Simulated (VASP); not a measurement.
# SnW2 (P4/mmm) in VASP: further runs

The runs below take SnW2 through single point, relaxation of cell and atoms, with PBE.

Program: VASP 6.6.1. These are calculated values, not measurements. Logs are shortened: lines on timing, memory, paths and dates and some standing lists are left out, and cuts for length are marked.

## Step 1: The cell of the first run

The structure is tetragonal, space group P4/mmm (No. 123). Conventional cell: a = 3.075 Å, b = 3.075 Å, c = 5.875 Å, α = 90.00°, β = 90.00°, γ = 90.00°. Within 3.5 Å of Sn (site symmetry 4/mmm) lie 8 W at 2.69 Å and 4 Sn at 3.07 Å. W (site symmetry 4mm) has 4 Sn at 2.69 Å and 6 W at 2.70 to 3.17 Å within 3.5 Å.

## Step 2: Single point, PBE

INCAR

```
PREC     = Accurate       # precision mode
ENCUT    = 520            # plane-wave cutoff, eV
EDIFF    = 1E-7           # SCF threshold, eV
ISMEAR   = 0              # smearing method
SIGMA    = 0.1            # smearing width, eV
LREAL    = False          # projectors in reciprocal space
LASPH    = True           # aspherical terms in the spheres
NELM     = 60             # most SCF steps
ALGO     = Normal         # electronic algorithm
ISIF     = 2              # what is computed and relaxed
LWAVE    = False          # write WAVECAR
LCHARG   = False          # write CHGCAR
GGA      = PE             # functional
NBANDS   = 28             # bands
```

KPOINTS

```
regular mesh
0
Gamma
  6 6 4
```

POSCAR

```
SnW2
1.0
    3.0747808500      0.0000000000      0.0000000000
    0.0000000000      3.0747808500      0.0000000000
    0.0000000000      0.0000000000      5.8746182700
Sn W
1 2
Direct
    0.0000000000      0.0000000000      0.0000000000
    0.5000000000      0.5000000000      0.2700000100
    0.5000000000      0.5000000000      0.7299999900
```

Potentials or basis: VASP PAW PBE potentials, release 64 (Sn_d, W_sv).

Started as:

```console
$ cat potpaw_PBE.64/Sn_d/POTCAR potpaw_PBE.64/W_sv/POTCAR > POTCAR
$ mpirun -np 1 vasp_std > vasp.out
```

OUTCAR:

```text
PREC = Accurate
   ENCUT = 520
   EDIFF = 1E-7
   ISMEAR = 0
   LREAL = False
   LASPH = True
   NELM = 60
   ISIF = 2
   GGA = PE

 ion  position               nearest neighbor table
   1  0.000  0.000  0.000-   2 2.69   3 2.69   2 2.69   3 2.69   2 2.69   3 2.69   2 2.69   3 2.69

   2  0.500  0.500  0.270-   1 2.69   1 2.69   1 2.69   1 2.69   3 2.70   3 3.17
   3  0.500  0.500  0.730-   1 2.69   1 2.69   1 2.69   1 2.69   2 2.70   2 3.17

  LATTYP: Found a simple tetragonal cell.
 ALAT       =     3.0747808500
 C/A-ratio  =     1.9105811297

  Lattice vectors:

 A1 = (   3.0747808500,   0.0000000000,   0.0000000000)
 A2 = (   0.0000000000,   3.0747808500,   0.0000000000)
 A3 = (   0.0000000000,   0.0000000000,   5.8746182700)

Analysis of symmetry for initial positions (statically):
=====================================================================
 Subroutine PRICEL returns:
 Original cell was already a primitive cell.

 Routine SETGRP: Setting up the symmetry group for a
 simple tetragonal supercell.

 Subroutine GETGRP returns: Found 16 space group operations
 (whereof 16 operations were pure point group operations)
 out of a pool of 16 trial point group operations.

The static configuration has the point symmetry D_4h.

Analysis of symmetry for dynamics (positions and initial velocities):
=====================================================================
 Subroutine PRICEL returns:
 Original cell was already a primitive cell.

 Routine SETGRP: Setting up the symmetry group for a
 simple tetragonal supercell.

 Subroutine GETGRP returns: Found 16 space group operations
 (whereof 16 operations were pure point group operations)
 out of a pool of 16 trial point group operations.

The dynamic configuration has the point symmetry D_4h.

 Subroutine INISYM returns: Found 16 space group operations
 (whereof 16 operations are pure point group operations),
 and found     1 'primitive' translations

----------------------------------------------------------------------------------------

                                     Primitive cell

  volume of cell :      55.5403

  direct lattice vectors                    reciprocal lattice vectors
     3.074780850  0.000000000  0.000000000     0.325226430  0.000000000  0.000000000
     0.000000000  3.074780850  0.000000000     0.000000000  0.325226430  0.000000000
     0.000000000  0.000000000  5.874618270     0.000000000  0.000000000  0.170223826

  length of vectors
     3.074780850  3.074780850  5.874618270     0.325226430  0.325226430  0.170223826
[... 78 lines left out ...]
   LNONCOLLINEAR =      F non collinear calculations
   LSORBIT =      F    spin-orbit coupling
   LASPH  =      T    aspherical Exc in radial PAW
   ENCUT  =  520.0 eV  38.22 Ry    6.18 a.u.   5.72  5.72 10.92*2*pi/ulx,y,z
   NELM   =     60;   NELMIN=  2; NELMDL= -5     # of ELM steps
   EDIFF  = 0.1E-06   stopping-criterion for ELM
   LREAL  =      F    real-space projection
   EDIFFG = 0.1E-05   stopping-criterion for IOM
   NSW    =      0    number of steps for IOM
   IBRION =     -1    ionic relax: 0-MD 1-quasi-New 2-CG
   NFREE  =      0    steps in history (QN), initial steepest desc. (CG)
   ISIF   =      2    stress and relaxation
   ISYM   =      2    0-nonsym 1-usesym 2-fastsym
   POTIM  = 0.5000    time-step for ionic-motion
   TEBEG  =    0.0;   TEEND  =   0.0 temperature during run
   PSTRESS=    0.0 pullay stress
   NELECT =      42.0000    total number of electrons
   NUPDOWN=      -1.0000    fix difference up-down
   EMIN   =  10.00;   EMAX   =-10.00  energy-range for DOS
   EFERMI =   0.00;   METHOD = LEGACY
   ISMEAR =     0;   SIGMA  =   0.10  broadening in eV -4-tet -1-fermi 0-gaus
   EFERMI_NEDOS =   21; number of points for ismear=-14 and -15
   IALGO  =     38    algorithm
   IMIX   =      4    mixing-type and parameters
     AMIX     =   0.40;   BMIX     =  1.00
     AMIX_MAG =   1.60;   BMIX_MAG =  1.00
  volume/ion in A,a.u.               =      18.51       124.93
  Fermi-wavevector in a.u.,A,eV,Ry     =   1.491495  2.818518 30.266958  2.224559
  Thomas-Fermi vector in A             =   2.604143
   LORBIT       =      0    0 simple, 1 ext, 2 COOP (PROOUT), +10 PAW based schemes
   GGA     = PE    functional components
   LHFCALC =     F    Hartree Fock is set to
   AEXX    =    0.0000 exact exchange contribution
   IVDW    =     0    specifies the selected vdW correction
   LEPSILON=     F    determine dielectric tensor
   LRPA    =     F    only Hartree local field effects (RPA)
 non-spin polarized calculation
 Gauss-broadening in eV      SIGMA  =   0.10
  energy-cutoff  :      520.00
  volume of cell :       55.54
 maximum number of plane-waves:      1512
 NGX is ok and might be reduce to    24
   NGX = 11   NGY = 11   NGZ = 21

 number of electron      42.0000000 magnetization

 Free energy of the ion-electron system (eV)
  ---------------------------------------------------
  ext. energy  EPLUGINS =         0.00000000
  ---------------------------------------------------
  free energy    TOTEN  =       -24.93873450 eV

  energy without entropy =      -24.92254885  energy(sigma->0) =      -24.93064167

 E-fermi :  10.5170     XC(G=0): -12.4537

 val. band max:       10.5143888081   @ k =   0.5000   0.0000   0.0000
 cond. band min:      10.5249553689   @ k =   0.3333   0.0000   0.0000
 fundamental gap:      0.0105665608
 Fermi energy:        10.5169578729

 k-point     1 :       0.0000    0.0000    0.0000
  band No.  band energies     occupation
      1     -63.6130      2.00000
      2     -63.5752      2.00000
      3     -28.0753      2.00000
      4     -27.7577      2.00000
      5     -27.7577      2.00000
      6     -27.7041      2.00000
[... 733 lines left out ...]
     27      14.9009      0.00000
     28      18.8475      0.00000

 [... further k-points ...]
[... 5 lines left out ...]
  --------------------------------------------------------------------------------------
  -------------------------------------------------------------------------------------
  Total        7.0722020      7.0722020      1.4266588      0.0000000     -0.0000000      0.0000000
  in kB      204.0127222    204.0127222     41.1550109      0.0000000     -0.0000000      0.0000000
  external PRESSURE =     149.7268185 kB  Pullay stress =       0.0000000 kB

 VOLUME and BASIS-vectors are now :
 -----------------------------------------------------------------------------
  energy-cutoff  :      520.00
  volume of cell :       55.54
      direct lattice vectors                 reciprocal lattice vectors
     3.074780850  0.000000000  0.000000000     0.325226430  0.000000000  0.000000000
     0.000000000  3.074780850  0.000000000     0.000000000  0.325226430  0.000000000
     0.000000000  0.000000000  5.874618270     0.000000000  0.000000000  0.170223826

 POSITION                                       TOTAL-FORCE (eV/Angst)
 -----------------------------------------------------------------------------------
      0.00000      0.00000      0.00000        -0.000000     -0.000000      0.000000
      1.53739      1.53739      1.58615         0.000000      0.000000      3.814084
      1.53739      1.53739      4.28847        -0.000000     -0.000000     -3.814084
 -----------------------------------------------------------------------------------
    total drift:                                0.000000     -0.000000      0.000000

  FREE ENERGIE OF THE ION-ELECTRON SYSTEM (eV)
  ---------------------------------------------------
  free  energy   TOTEN  =       -24.9387344981 eV

  energy  without entropy=      -24.9225488458  energy(sigma->0) =      -24.93064167
```

stdout:

```text
POSCAR found type information on POSCAR SnW
 POSCAR found :  2 types and       3 ions
 scaLAPACK will be used
 LDA part: xc-table for (Slater+PW92), standard interpolation
 POSCAR, INCAR and KPOINTS ok, starting setup
 FFT: planning ... GRIDC
 FFT: planning ... GRID_SOFT
 FFT: planning ... GRID
 WAVECAR not read
 entering main loop
```

Run time: 26 s. Hardware: 1 thread of AMD EPYC 9R45 (Zen 5), shared host; peak memory 0.16 GiB.

What came out:

| Property | Result |
| --- | --- |
| Free energy | -24.9387 eV |
| Pressure | 15.0 GPa |
| Largest force | 3.814 eV/Å |
| Band gap on the k mesh | zero (band 21 reaches 12.43 eV, above the bottom of band 22 at 9.97 eV) |

Forces on the atoms (eV/Å):
```
Sn   0.000  0.000  0.000
W    0.000  0.000  3.814
W    0.000  0.000 -3.814
```

Caveat: spin-orbit coupling is left out, which moves the levels of the heavy elements; forces of over 1 eV/Å act on the atoms, so gaps and moduli don't describe the material at rest.

## Step 3: Single point, PBE

This run uses another cell than the first one, of 19.10 Å³/atom, 1.032 times its volume.

INCAR

```
  ALGO = Normal
  EDIFF = 1E-6
  ENCUT = 520
  GGA = PE
  ISIF = 2
  ISMEAR = 0
  LASPH = True
  LCHARG = False
  LREAL = False
  LWAVE = False
  NBANDS = 28
  NELM = 100
  PREC = Accurate
  SIGMA = 0.1
```

KPOINTS

```
k-points
0
Gamma
  6 6 4
```

POSCAR

```
SnW2
1.0
    2.7969073463      0.0000000000      0.0000000000
    0.0000000000      2.7969073463      0.0000000000
    0.0000000000      0.0000000000      7.3257071374
Sn W
1 2
Direct
    0.0000000000      0.0000000000      0.0000000000
    0.5000000000      0.5000000000      0.3292478174
    0.5000000000      0.5000000000      0.6707521826
```

Potentials or basis: VASP PAW PBE potentials, release 64 (Sn_d, W_sv).

Started as:

```console
$ cat potpaw_PBE.64/Sn_d/POTCAR potpaw_PBE.64/W_sv/POTCAR > POTCAR
$ mpirun -np 1 vasp_std > vasp.out
```

OUTCAR:

```text
EDIFF = 1E-6
   ENCUT = 520
   GGA = PE
   ISIF = 2
   ISMEAR = 0
   LASPH = True
   LREAL = False
   NELM = 100
   PREC = Accurate

 ion  position               nearest neighbor table
   1  0.000  0.000  0.000-   2 3.12   3 3.12   2 3.12   3 3.12   2 3.12   3 3.12   2 3.12   3 3.12

   2  0.500  0.500  0.329-   3 2.50   1 3.12   1 3.12   1 3.12   1 3.12
   3  0.500  0.500  0.671-   2 2.50   1 3.12   1 3.12   1 3.12   1 3.12

  LATTYP: Found a simple tetragonal cell.
 ALAT       =     2.7969073463
 C/A-ratio  =     2.6192169530

  Lattice vectors:

 A1 = (   2.7969073463,   0.0000000000,   0.0000000000)
 A2 = (   0.0000000000,   2.7969073463,   0.0000000000)
 A3 = (   0.0000000000,   0.0000000000,   7.3257071374)

Analysis of symmetry for initial positions (statically):
=====================================================================
 Subroutine PRICEL returns:
 Original cell was already a primitive cell.

 Routine SETGRP: Setting up the symmetry group for a
 simple tetragonal supercell.

[... 160 lines left out ...]

 Free energy of the ion-electron system (eV)
  ---------------------------------------------------
  ext. energy  EPLUGINS =         0.00000000
  ---------------------------------------------------
  free energy    TOTEN  =       -26.44686367 eV

  energy without entropy =      -26.42997549  energy(sigma->0) =      -26.43841958

 E-fermi :  10.5863     XC(G=0): -12.3696

 val. band max:       10.5216373925   @ k =   0.3333   0.1667   0.0000
 cond. band min:      10.5955101328   @ k =   0.3333   0.1667   0.5000
 fundamental gap:      0.0738727403
 Fermi energy:        10.5863350420

 k-point     1 :       0.0000    0.0000    0.0000
  band No.  band energies     occupation
      1     -63.6764      2.00000
      2     -63.5913      2.00000
      3     -28.3509      2.00000
      4     -27.5413      2.00000
      5     -27.5413      2.00000
      6     -27.4433      2.00000
[... 733 lines left out ...]
     27      14.3321      0.00000
     28      15.5022      0.00000

 [... further k-points ...]
[... 5 lines left out ...]
  --------------------------------------------------------------------------------------
  -------------------------------------------------------------------------------------
  Total        0.0474767      0.0474767      0.1382005      0.0000000     -0.0000000     -0.0000000
  in kB        1.3273504      1.3273504      3.8637978      0.0000000     -0.0000000     -0.0000000
  external PRESSURE =       2.1728329 kB  Pullay stress =       0.0000000 kB

 VOLUME and BASIS-vectors are now :
 -----------------------------------------------------------------------------
  energy-cutoff  :      520.00
  volume of cell :       57.31
      direct lattice vectors                 reciprocal lattice vectors
     2.796907346  0.000000000  0.000000000     0.357537764  0.000000000  0.000000000
     0.000000000  2.796907346  0.000000000     0.000000000  0.357537764  0.000000000
     0.000000000  0.000000000  7.325707137     0.000000000  0.000000000  0.136505593

 POSITION                                       TOTAL-FORCE (eV/Angst)
 -----------------------------------------------------------------------------------
      0.00000      0.00000      0.00000         0.000000      0.000000      0.000000
      1.39845      1.39845      2.41197         0.000000      0.000000     -0.039306
      1.39845      1.39845      4.91373        -0.000000     -0.000000      0.039306
 -----------------------------------------------------------------------------------
    total drift:                                0.000000      0.000000     -0.000000

  FREE ENERGIE OF THE ION-ELECTRON SYSTEM (eV)
  ---------------------------------------------------
  free  energy   TOTEN  =       -26.4468636734 eV

  energy  without entropy=      -26.4299754907  energy(sigma->0) =      -26.43841958
```

stdout:

```text
POSCAR found type information on POSCAR SnW
 POSCAR found :  2 types and       3 ions
 scaLAPACK will be used
 LDA part: xc-table for (Slater+PW92), standard interpolation
 POSCAR, INCAR and KPOINTS ok, starting setup
 FFT: planning ... GRIDC
 FFT: planning ... GRID_SOFT
 FFT: planning ... GRID
 WAVECAR not read
 entering main loop
```

It took 28 s on 1 thread of AMD EPYC 9R45 (Zen 5), shared host; peak memory 0.17 GiB.

Results:

| Item | Value |
| --- | --- |
| Free energy | -26.4469 eV |
| Pressure | 0.2 GPa |
| Largest force | 0.039 eV/Å |
| Band gap on the k mesh | zero (band 21 reaches 11.50 eV, above the bottom of band 22 at 9.96 eV) |

Forces in eV/Å, atoms in the order of the input:
```
Sn   0.000  0.000  0.000
W    0.000  0.000 -0.039
W    0.000  0.000  0.039
```

Caveat: the k points lie up to 0.37 Å⁻¹ apart; spin-orbit coupling is left out, which moves the levels of the heavy elements.

## Step 4: Relaxation of cell and atoms, PBE

INCAR

```
  PREC = Accurate
  ENCUT = 600
  EDIFF = 1E-6
  ISMEAR = 0
  SIGMA = 0.1
  LREAL = F
  LASPH = T
  NELM = 100
  ALGO = Normal
  ISIF = 3
  LWAVE = F
  LCHARG = F
  GGA = PE
  IBRION = 2
  NSW = 90
  EDIFFG = -0.04
```

KPOINTS

```
regular mesh
0
Gamma
  6 6 4
```

POSCAR

```
SnW2
1.0
    3.0747808500      0.0000000000      0.0000000000
    0.0000000000      3.0747808500      0.0000000000
    0.0000000000      0.0000000000      5.8746182700
Sn W
1 2
Direct
    0.0000000000      0.0000000000      0.0000000000
    0.5000000000      0.5000000000      0.2700000100
    0.5000000000      0.5000000000      0.7299999900
```

Started as:

```console
$ cat potpaw_PBE.64/Sn_d/POTCAR potpaw_PBE.64/W_sv/POTCAR > POTCAR
$ mpirun -np 1 vasp_std > vasp.out
```

Run time: 11 min. Hardware: 1 thread of AMD EPYC 9R45 (Zen 5), shared host; peak memory 0.21 GiB.

Results (log left out):

- Free energy: -26.4441 eV
- Relaxed volume: 19.14 Å³/atom
- Relaxed cell: a = 2.799 Å, b = 2.799 Å, c = 7.327 Å, α = 90.00°, β = 90.00°, γ = 90.00°
- Space group after relaxing (to 0.05 Å): P4/mmm (No. 123)
- Energy gained by relaxing: 501.7 meV/atom
- Ionic steps: 35
- Pressure after relaxing: -0.1 GPa
- Largest force after relaxing: 0.005 eV/Å
- Band gap on the k mesh: zero (band 21 reaches 11.48 eV, above the bottom of band 22 at 9.93 eV)

Forces in eV/Å, atoms in the order of the input:
```
Sn   0.000  0.000  0.000
W    0.000  0.000  0.005
W    0.000  0.000 -0.005
```

Stress tensor (GPa, compression positive):
```
-0.16  0.00  0.00
 0.00 -0.16  0.00
 0.00  0.00 -0.03
```

The path:
| step | energy change (eV) | largest force (eV/Å) | pressure (GPa) | volume (Å³) |
| --- | --- | --- | --- | --- |
| 1 | 0.0000 | 3.8136 | 15.04 | 55.54 |
| 2 | -0.1778 | 0.2862 | -16.93 | 70.54 |
| 3 | -0.6302 | 1.4611 | -8.37 | 62.58 |
| 4 | -0.5059 | 3.9046 | 10.97 | 58.01 |
| 5 | -0.8442 | 0.1738 | -1.35 | 60.19 |
| 6 | -0.8445 | 0.1151 | -1.17 | 60.14 |
| 7 | -0.8445 | 0.0571 | -0.98 | 60.09 |
| 8 | -0.8567 | 0.3212 | 0.66 | 59.28 |
| 9 | -0.8586 | 0.4837 | 1.75 | 58.78 |
| 10 | -0.8648 | 0.5336 | 1.72 | 58.74 |
| 11 | -0.8838 | 0.6910 | 1.64 | 58.59 |
| 12 | -0.9199 | 0.9888 | 1.65 | 58.24 |
| 13 | -1.0214 | 0.8412 | 1.87 | 57.34 |
| 14 | -1.4043 | 0.2978 | 6.40 | 54.81 |
| 15 | 2.8982 | 0.8657 | 81.80 | 47.34 |
| 16 | -1.4138 | 0.2259 | 8.66 | 54.53 |
| 17 | -1.3438 | 0.1743 | 13.56 | 53.54 |
| 18 | -1.4098 | 0.2151 | 10.04 | 54.22 |
| 19 | -1.4173 | 0.1521 | 9.81 | 54.30 |
| 20 | -1.4207 | 0.0084 | 9.37 | 54.50 |
| 21 | -1.4222 | 0.0536 | 9.48 | 54.44 |
| 22 | -1.4314 | 0.0353 | 8.87 | 54.59 |
| 23 | -1.4555 | 0.0211 | 7.10 | 55.06 |
| 24 | -1.4881 | 0.1334 | 3.74 | 56.01 |
| 25 | -1.4957 | 0.3545 | -2.28 | 57.94 |
| 26 | -1.5015 | 0.2707 | -0.12 | 57.19 |
| 27 | -1.5015 | 0.2636 | 0.07 | 57.14 |
| 28 | -1.5020 | 0.2350 | 0.09 | 57.15 |
| 29 | -1.5033 | 0.1492 | 0.17 | 57.17 |
| 30 | -1.5036 | 0.0281 | 0.32 | 57.23 |
| 31 | -1.5038 | 0.0361 | 0.27 | 57.21 |
| 32 | -1.5042 | 0.0332 | 0.13 | 57.26 |
| 33 | -1.5047 | 0.0249 | -0.24 | 57.43 |
| 34 | -1.5047 | 0.0234 | -0.36 | 57.48 |
| 35 | -1.5050 | 0.0046 | -0.12 | 57.41 |

Final structure:
```cif
data_structure
_symmetry_space_group_name_H-M 'P 1'
_symmetry_Int_Tables_number 1
_cell_length_a 2.7991
_cell_length_b 2.7991
_cell_length_c 7.3273
_cell_angle_alpha 90.000
_cell_angle_beta 90.000
_cell_angle_gamma 90.000
_cell_volume 57.41
loop_
_atom_site_label
_atom_site_type_symbol
_atom_site_fract_x
_atom_site_fract_y
_atom_site_fract_z
_atom_site_occupancy
Sn1 Sn 0.00000 0.00000 0.00000 1
W1 W 0.50000 0.50000 0.32905 1
W2 W 0.50000 0.50000 0.67095 1
```

Levels at points of the mesh, in eV from the Fermi level:
```csv
k point,band 18,band 19,band 20,band 21,band 22,band 23,band 24,band 25
"(0.00, 0.00, 0.00)",-3.09,-2.69,-2.56,0.35,0.35,2.87,2.87,3.73
"(0.50, 0.00, 0.00)",-3.56,-3.21,-1.31,0.43,0.82,1.02,1.08,1.75
"(0.50, 0.50, 0.00)",-2.35,-1.21,-1.13,-1.13,-0.63,-0.63,2.47,3.69
"(0.00, 0.00, 0.50)",-3.77,-3.09,-2.13,0.54,0.54,2.37,2.37,3.73
"(0.50, 0.00, 0.50)",-2.76,-2.44,-2.11,0.48,0.89,0.96,1.08,3.73
"(0.50, 0.50, 0.50)",-3.16,-3.16,-1.94,-0.58,0.44,2.00,2.00,3.72
```

Caveat: spin-orbit coupling is left out, which moves the levels of the heavy elements.

## Step 5: Summary

| task | cell | cutoff (eV) | gap on the mesh (eV) | pressure (GPa) | largest force (eV/Å) |
| --- | --- | --- | --- | --- | --- |
| single point | a = 3.075, b = 3.075, c = 5.875 Å, 3 atoms | 520 | none | 15.0 | 3.81 |
| single point | a = 2.797, b = 2.797, c = 7.326 Å, 3 atoms | 520 | none | 0.2 | 0.04 |
| relaxation of cell and atoms | relaxed from a = 3.075, b = 3.075, c = 5.875 Å, 3 atoms | 600 | none | -0.1 | - |

Alike in all rows: level PBE; potentials or basis VASP PAW PBE potentials, release 64 (Sn_d, W_sv); no spin polarisation; k mesh 6 × 6 × 4; smearing gaussian 0.1 eV.

Caveats: some runs use coarse meshes; spin-orbit coupling is left out, which moves the levels of the heavy elements; forces of over 1 eV/Å act on the atoms, so gaps and moduli don't describe the material at rest (some runs).

Absolute energies hang on the potentials; compare differences alone.
